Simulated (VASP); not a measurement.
## Ti: single point with r2SCAN

Ti:

```
Ti
1.0
     2.95000   -0.04425    0.00000
    -1.51332    2.57690    0.00000
     0.00000    0.00000    4.68600
Ti
2
Direct
  0.33333 0.66667 0.25000
  0.66667 0.33333 0.75000
```

This cell differs from its parent crystal: strain -0.0300 x Voigt [0, 0, 0, 0, 0, 1].

| Property | Result |
| --- | --- |
| Program | VASP 6.6.1 |
| Task | single point |
| Functional | r2SCAN |
| Potentials or basis | VASP PAW PBE potentials, release 64 (Ti_sv) |
| Cutoff | 520 eV |
| k mesh | 18 × 18 × 10 |
| Occupations | gaussian, width 0.15 eV |
| Spin | no spin polarisation |
| Dipole correction | no |
| Further INCAR settings | ALGO = Normal; EDIFF = 1e-07; NBANDS = 19 |

| Quantity | Value |
| --- | --- |
| Pressure | -1.9 GPa |
| Largest force | 0.098 eV/Å |
| Band gap on the k mesh | zero (bands 12 and 13 overlap by 1.07 eV) |

Forces on the atoms (eV/Å):
```
Ti   0.098  0.002  0.000
Ti  -0.098 -0.002  0.000
```

Stress tensor (GPa, compression positive):
```
-1.66  2.19  0.00
 2.19 -1.60  0.00
 0.00  0.00 -2.33
```

Levels at points of the mesh, in eV from the Fermi level:
```csv
k point,band 10,band 11,band 12,band 13,band 14,band 15
"(0.00, 0.00, 0.00)",-2.82,0.49,0.67,0.94,1.06,1.21
"(0.50, 0.00, 0.00)",-2.24,-1.89,-0.72,0.49,0.72,1.34
"(0.00, 0.50, 0.00)",-2.22,-1.90,-0.84,0.55,0.75,1.23
"(0.50, 0.50, 0.00)",-2.21,-1.89,-0.95,0.62,0.78,1.13
"(0.00, 0.00, 0.50)",-4.67,0.05,0.05,0.62,0.62,0.95
"(0.50, 0.00, 0.50)",-2.61,-0.84,-0.84,1.33,1.33,1.79
"(0.00, 0.50, 0.50)",-2.63,-0.85,-0.85,1.21,1.21,1.89
"(0.50, 0.50, 0.50)",-2.65,-0.87,-0.87,1.08,1.08,1.99
```

Wall time 52 min on 1 thread of Oxide Virtual Turin-like Processor, with other jobs on the host, peak memory 0.57 GiB.

Caveat: the cell differs from its parent crystal (strain -0.0300 x Voigt [0, 0, 0, 0, 0, 1]); the PAW data sets were made with another functional, which shifts forces and pressure a little.
